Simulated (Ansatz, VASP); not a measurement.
MgS in VASP and in Ansatz

```
Mg S
1.0
     0.00000    2.79032    2.79032
     2.79032    0.00000    2.79032
     2.79032    2.79032    0.00000
Mg S
1 1
Cartesian
  0.0000 0.0000 0.0000
  1.3952 1.3952 1.3952
```

Alike in both runs: task single point; functional PBE; k mesh 6 × 6 × 6; no spin polarisation.

|  | VASP | Ansatz |
| --- | --- | --- |
| version | VASP 6.6.1 | Ansatz 0.2.0 |
| potentials or method | VASP PAW PBE potentials, release 64 (Mg, S) | plane waves, PAW |
| plane-wave cutoff (eV) | 520 | 420 |
| occupations | gaussian, width 0.01 eV | fixed |
| valence electrons in the cell | 8 | 16 |

Ansatz gave:

```
gap on the k mesh at the Fermi level (eV) : 3.68
pressure (GPa)                            : 3.9
```

Estimate VASP's values.

gap on the k mesh at the Fermi level (eV): 3.68; pressure (GPa): 3.8.

VASP's potentials hold 8 valence electrons a cell and Ansatz's 16, so a difference there can come from the potentials and not from the codes.
